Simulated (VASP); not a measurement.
# GaN (F-43m) in VASP: single point with LDA

Aim: the single point of GaN with LDA.

Program: VASP 6.6.1. These are calculated values, not measurements. Logs are shortened: lines on timing, memory, paths and dates and some standing lists are left out, and cuts for length are marked.

## Step 1: The cell of the first run

It takes space group F-43m (No. 216, cubic). The conventional cell has a = 4.507 Å, b = 4.507 Å, c = 4.507 Å, α = 90.00°, β = 90.00°, γ = 90.00°. Within 2.6 Å of Ga (site symmetry -43m) lie 4 N at 1.95 Å. N (site symmetry -43m) has 4 Ga at 1.95 Å within 2.6 Å.

## Step 2: Single point, LDA

The input, INCAR:

```
PREC = Accurate ; ENCUT = 600
EDIFF = 1E-6 ; ISMEAR = 0
SIGMA = 0.01 ; LREAL = F
LASPH = T ; NELM = 120
ALGO = Normal ; ISIF = 2
LWAVE = F ; LCHARG = T
GGA = CA ; LELF = T
LVHAR = T ; NBANDS = 16
GGA_COMPAT = F
```

The input, KPOINTS:

```
Automatic mesh
0
Gamma
  5 5 5
```

The input, POSCAR:

```
GaN
1.0
    0.0000000000      2.2535010000      2.2535010000
    2.2535010000      0.0000000000      2.2535010000
    2.2535010000      2.2535010000      0.0000000000
Ga N
1 1
Direct
    0.0000000000      0.0000000000      0.0000000000
    0.7500000000      0.7500000000      0.7500000000
```

Potentials or basis: VASP PAW LDA potentials, release 64 (Ga_d, N).

Command:

```sh
cat potpaw_LDA.64/Ga_d/POTCAR potpaw_LDA.64/N/POTCAR > POTCAR
mpirun -np 1 vasp_std > vasp.out
```

OUTCAR:

```text
PREC = Accurate
   ENCUT = 600
   EDIFF = 1E-6
   ISMEAR = 0
   LREAL = F
   LASPH = T
   NELM = 120
   ISIF = 2
   GGA = CA

 ion  position               nearest neighbor table
   1  0.000  0.000  0.000-   2 1.95   2 1.95   2 1.95   2 1.95
   2  0.750  0.750  0.750-   1 1.95   1 1.95   1 1.95   1 1.95

  LATTYP: Found a face centered cubic cell.
 ALAT       =     4.5070020000

  Lattice vectors:

 A1 = (   0.0000000000,   2.2535010000,   2.2535010000)
 A2 = (   2.2535010000,   0.0000000000,   2.2535010000)
 A3 = (   2.2535010000,   2.2535010000,   0.0000000000)

Analysis of symmetry for initial positions (statically):
=====================================================================
 Subroutine PRICEL returns:
 Original cell was already a primitive cell.

 Routine SETGRP: Setting up the symmetry group for a
 face centered cubic supercell.

 Subroutine GETGRP returns: Found 24 space group operations
 (whereof 24 operations were pure point group operations)
 out of a pool of 48 trial point group operations.

The static configuration has the point symmetry T_d .

Analysis of symmetry for dynamics (positions and initial velocities):
=====================================================================
 Subroutine PRICEL returns:
 Original cell was already a primitive cell.

 Routine SETGRP: Setting up the symmetry group for a
 face centered cubic supercell.

 Subroutine GETGRP returns: Found 24 space group operations
 (whereof 24 operations were pure point group operations)
 out of a pool of 48 trial point group operations.

The dynamic configuration has the point symmetry T_d .

 Subroutine INISYM returns: Found 24 space group operations
 (whereof 24 operations are pure point group operations),
 and found     1 'primitive' translations

----------------------------------------------------------------------------------------

                                     Primitive cell

  volume of cell :      22.8878

  direct lattice vectors                    reciprocal lattice vectors
     0.000000000  2.253501000  2.253501000    -0.221876982  0.221876982  0.221876982
     2.253501000  0.000000000  2.253501000     0.221876982 -0.221876982  0.221876982
     2.253501000  2.253501000  0.000000000     0.221876982  0.221876982 -0.221876982

  length of vectors
     3.186931677  3.186931677  3.186931677     0.384302205  0.384302205  0.384302205

  position of ions in fractional coordinates (direct lattice)
     0.000000000  0.000000000  0.000000000
     0.750000000  0.750000000  0.750000000

  ion indices of the primitive-cell ions
   primitive index   ion index
                 1           1
                 2           2

----------------------------------------------------------------------------------------

 KPOINTS: Automatic mesh

Automatic generation of k-mesh.
 Grid dimensions read from file:
 generate k-points for:    5    5    5

 Generating k-lattice:

  Cartesian coordinates                     Fractional coordinates (reciprocal lattice)
    -0.044375396  0.044375396  0.044375396     0.200000000  0.000000000  0.000000000
     0.044375396 -0.044375396  0.044375396     0.000000000  0.200000000  0.000000000
     0.044375396  0.044375396 -0.044375396     0.000000000  0.000000000  0.200000000

  Length of vectors
     0.076860441  0.076860441  0.076860441

  Shift w.r.t. Gamma in fractional coordinates (k-lattice)
     0.000000000  0.000000000  0.000000000

 Subroutine IBZKPT returns following result:
 ===========================================

 Found     10 irreducible k-points:

 Following reciprocal coordinates:
            Coordinates               Weight
  0.000000  0.000000  0.000000      1.000000
  0.200000  0.000000  0.000000      8.000000
  0.400000  0.000000  0.000000      8.000000
  0.200000  0.200000  0.000000      6.000000
  0.400000  0.200000  0.000000     24.000000
 -0.400000  0.200000  0.000000     24.000000
 -0.200000  0.200000  0.000000     12.000000
  0.400000  0.400000  0.000000      6.000000
 -0.400000  0.400000  0.000000     12.000000
 -0.400000  0.400000  0.200000     24.000000
   k-points           NKPTS =     10   k-points in BZ     NKDIM =     10   number of bands    NBANDS=     16
   number of dos      NEDOS =    301   number of ions     NIONS =      2
   total plane-waves  NPLWV =  21952
   dimension x,y,z NGX =    28 NGY =   28 NGZ =   28
   dimension x,y,z NGXF=    56 NGYF=   56 NGZF=   56
   ions per type =               1   1
   NGX,Y,Z   is equivalent  to a cutoff of  14.61, 14.61, 14.61 a.u.
   NGXF,Y,Z  is equivalent  to a cutoff of  29.21, 29.21, 29.21 a.u.
 SYSTEM =  unknown system
   PREC   = accura    normal or accurate (medium, high low for compatibility)
   ISTART =      0    job   : 0-new  1-cont  2-samecut
   ICHARG =      2    charge: 1-file 2-atom 10-const
   ISPIN  =      1    spin polarized calculation?
   LNONCOLLINEAR =      F non collinear calculations
   LSORBIT =      F    spin-orbit coupling
   LASPH  =      T    aspherical Exc in radial PAW
   ENCUT  =  600.0 eV  44.10 Ry    6.64 a.u.   6.37  6.37  6.37*2*pi/ulx,y,z
   NELM   =    120;   NELMIN=  2; NELMDL= -5     # of ELM steps
   EDIFF  = 0.1E-05   stopping-criterion for ELM
   LREAL  =      F    real-space projection
[... 7 lines left out ...]
   TEBEG  =    0.0;   TEEND  =   0.0 temperature during run
   PSTRESS=    0.0 pullay stress
   NELECT =      18.0000    total number of electrons
   NUPDOWN=      -1.0000    fix difference up-down
   EMIN   =  10.00;   EMAX   =-10.00  energy-range for DOS
   EFERMI =   0.00;   METHOD = LEGACY
   ISMEAR =     0;   SIGMA  =   0.01  broadening in eV -4-tet -1-fermi 0-gaus
   EFERMI_NEDOS =   21; number of points for ismear=-14 and -15
   IALGO  =     38    algorithm
   IMIX   =      4    mixing-type and parameters
     AMIX     =   0.40;   BMIX     =  1.00
     AMIX_MAG =   1.60;   BMIX_MAG =  1.00
  volume/ion in A,a.u.               =      11.44        77.23
  Fermi-wavevector in a.u.,A,eV,Ry     =   1.511116  2.855596 31.068532  2.283473
  Thomas-Fermi vector in A             =   2.621216
   LORBIT       =      0    0 simple, 1 ext, 2 COOP (PROOUT), +10 PAW based schemes
   GGA     = CA    functional components
   LHFCALC =     F    Hartree Fock is set to
   AEXX    =    0.0000 exact exchange contribution
   IVDW    =     0    specifies the selected vdW correction
   LEPSILON=     F    determine dielectric tensor
   LRPA    =     F    only Hartree local field effects (RPA)
 non-spin polarized calculation
 Gauss-broadening in eV      SIGMA  =   0.01
  energy-cutoff  :      600.00
  volume of cell :       22.89
 maximum number of plane-waves:       785
 NGX is ok and might be reduce to    28
   NGX = 13   NGY = 13   NGZ = 13

 number of electron      18.0000005 magnetization

 Free energy of the ion-electron system (eV)
  ---------------------------------------------------
  ext. energy  EPLUGINS =         0.00000000
  ---------------------------------------------------
  free energy    TOTEN  =       -13.91690771 eV

  energy without entropy =      -13.91690771  energy(sigma->0) =      -13.91690771

 E-fermi :   5.1781     XC(G=0): -12.1163

 val. band max:        5.0454066862   @ k =   0.0000   0.0000   0.0000
 cond. band min:       6.7852509508   @ k =   0.0000   0.0000   0.0000
 fundamental gap:      1.7398442646
 Fermi energy:         5.1781463208

 k-point     1 :       0.0000    0.0000    0.0000
  band No.  band energies     occupation
      1     -10.7624      2.00000
      2      -8.5231      2.00000
      3      -8.5231      2.00000
      4      -8.5231      2.00000
      5      -8.2058      2.00000
      6      -8.2058      2.00000
[... 8 lines left out ...]
     15      23.7119      0.00000
     16      23.7119      0.00000

 k-point     2 :       0.2000    0.0000    0.0000
  band No.  band energies     occupation
      1     -10.3766      2.00000
      2      -8.4781      2.00000
      3      -8.4781      2.00000
      4      -8.3063      2.00000
      5      -8.2060      2.00000
      6      -8.2060      2.00000
[... 8 lines left out ...]
     15      21.6901      0.00000
     16      21.6901      0.00000

 k-point     3 :       0.4000    0.0000    0.0000
  band No.  band energies     occupation
      1      -9.9523      2.00000
      2      -8.4386      2.00000
      3      -8.4386      2.00000
      4      -8.1697      2.00000
      5      -8.1697      2.00000
      6      -7.2068      2.00000
[... 8 lines left out ...]
     15      23.5208      0.00000
     16      23.5208      0.00000

 k-point     4 :       0.2000    0.2000    0.0000
  band No.  band energies     occupation
      1     -10.2599      2.00000
      2      -8.4271      2.00000
      3      -8.4271      2.00000
      4      -8.3664      2.00000
      5      -8.1791      2.00000
      6      -8.1674      2.00000
[... 8 lines left out ...]
     15      25.8323      0.00000
     16      26.4313      0.00000

 k-point     5 :       0.4000    0.2000    0.0000
  band No.  band energies     occupation
      1      -9.9078      2.00000
      2      -8.4117      2.00000
      3      -8.3635      2.00000
      4      -8.2883      2.00000
      5      -8.1536      2.00000
      6      -7.3285      2.00000
[... 8 lines left out ...]
     15      25.1395      0.00000
     16      25.7845      0.00000

 k-point     6 :      -0.4000    0.2000    0.0000
  band No.  band energies     occupation
      1      -9.8366      2.00000
      2      -8.4260      2.00000
      3      -8.3651      2.00000
      4      -8.2172      2.00000
      5      -8.1787      2.00000
      6      -6.5648      2.00000
[... 8 lines left out ...]
     15      23.5178      0.00000
     16      25.1451      0.00000

 k-point     7 :      -0.2000    0.2000    0.0000
  band No.  band energies     occupation
      1     -10.0178      2.00000
      2      -8.4347      2.00000
      3      -8.4192      2.00000
      4      -8.2284      2.00000
      5      -8.2163      2.00000
      6      -7.6842      2.00000
[... 8 lines left out ...]
     15      22.1725      0.00000
     16      25.3941      0.00000

 k-point     8 :       0.4000    0.4000    0.0000
  band No.  band energies     occupation
      1      -9.7991      2.00000
      2      -8.4224      2.00000
      3      -8.2527      2.00000
      4      -8.2527      2.00000
      5      -8.1359      2.00000
      6      -6.8147      2.00000
[... 8 lines left out ...]
     15      27.0377      0.00000
     16      28.5403      0.00000

 k-point     9 :      -0.4000    0.4000    0.0000
  band No.  band energies     occupation
      1      -9.7675      2.00000
      2      -8.4130      2.00000
      3      -8.2653      2.00000
      4      -8.2511      2.00000
      5      -8.1550      2.00000
      6      -6.1824      2.00000
[... 8 lines left out ...]
     15      26.5447      0.00000
     16      27.6149      0.00000

 k-point    10 :      -0.4000    0.4000    0.2000
  band No.  band energies     occupation
      1      -9.7854      2.00000
      2      -8.3860      2.00000
      3      -8.3516      2.00000
      4      -8.2285      2.00000
      5      -8.1778      2.00000
      6      -6.3680      2.00000
[... 8 lines left out ...]
     15      24.3379      0.00000
     16      27.9619      0.00000

------------------------ aborting loop because EDIFF is reached ----------------------------------------

  FORCE on cell =-STRESS in cart. coord.  units (eV):
  Direction    XX          YY          ZZ          XY          YZ          ZX
  --------------------------------------------------------------------------------------
  -------------------------------------------------------------------------------------
  Total       -0.8096586     -0.8096586     -0.8096586      0.0000000      0.0000000     -0.0000000
  in kB      -56.6773129    -56.6773129    -56.6773129      0.0000000      0.0000000     -0.0000000
  external PRESSURE =     -56.6773129 kB  Pullay stress =       0.0000000 kB

 VOLUME and BASIS-vectors are now :
 -----------------------------------------------------------------------------
  energy-cutoff  :      600.00
  volume of cell :       22.89
      direct lattice vectors                 reciprocal lattice vectors
     0.000000000  2.253501000  2.253501000    -0.221876982  0.221876982  0.221876982
     2.253501000  0.000000000  2.253501000     0.221876982 -0.221876982  0.221876982
     2.253501000  2.253501000  0.000000000     0.221876982  0.221876982 -0.221876982

 POSITION                                       TOTAL-FORCE (eV/Angst)
 -----------------------------------------------------------------------------------
      0.00000      0.00000      0.00000         0.000000     -0.000000      0.000000
      3.38025      3.38025      3.38025         0.000000      0.000000      0.000000
 -----------------------------------------------------------------------------------
    total drift:                               -0.000000     -0.000000     -0.000000

  FREE ENERGIE OF THE ION-ELECTRON SYSTEM (eV)
  ---------------------------------------------------
  free  energy   TOTEN  =       -13.9169077082 eV

  energy  without entropy=      -13.9169077082  energy(sigma->0) =      -13.91690771
```

Run time: 9.4 s. Hardware: 1 thread of AMD EPYC 7R13 (Zen 3), shared host; peak memory 0.11 GiB.

What came out:

- Free energy: -13.9169 eV
- Pressure: -5.7 GPa
- Band gap on the k mesh: 1.74 eV, direct

Caveat: the k points lie up to 0.48 Å⁻¹ apart.
